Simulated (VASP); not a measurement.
C, 2 atoms in the cell. Symmetry: I4_1/amd, No. 141, tetragonal system. Conventional cell: a = 2.497 Å, b = 2.497 Å, c = 3.447 Å, α = 90.00°, β = 90.00°, γ = 90.00°. Within 2.0 Å of C (site symmetry -4m2) lie 4 C at 1.52 Å.  This cell differs from its parent crystal: volume 5.373 Å^3 an atom, c/a of the conventional cell 0.9762.

```yaml
Program: VASP 6.6.1
Task: single point
Functional: LDA
Potentials_or_basis: VASP PAW LDA potentials, release 64 (C_h)
Cutoff: 910 eV
k_mesh: 12 × 12 × 12
Occupations: gaussian, width 0.05 eV
Spin: no spin polarisation
Dipole_correction: no
Second_run: hard_potentials
Further_INCAR_settings: ALGO = Normal; EDIFF = 1e-06; NBANDS = 11
```

Potentials or basis: VASP PAW LDA potentials, release 64 (C_h).

Command:

```console
$ cat potpaw_LDA.64/C_h/POTCAR > POTCAR
$ mpirun -np 1 vasp_std > vasp.out
```

Hardware: 1 thread of Intel(R) Xeon(R) Platinum 8375C CPU @ 2.90GHz (Ice Lake) (shared host).

How long does it take, and how much memory?

Run time: 14 s on 1 thread of Intel(R) Xeon(R) Platinum 8375C CPU @ 2.90GHz (Ice Lake) (shared host), peak memory 0.15 GiB. Counts: scf iterations 11, k points 163.
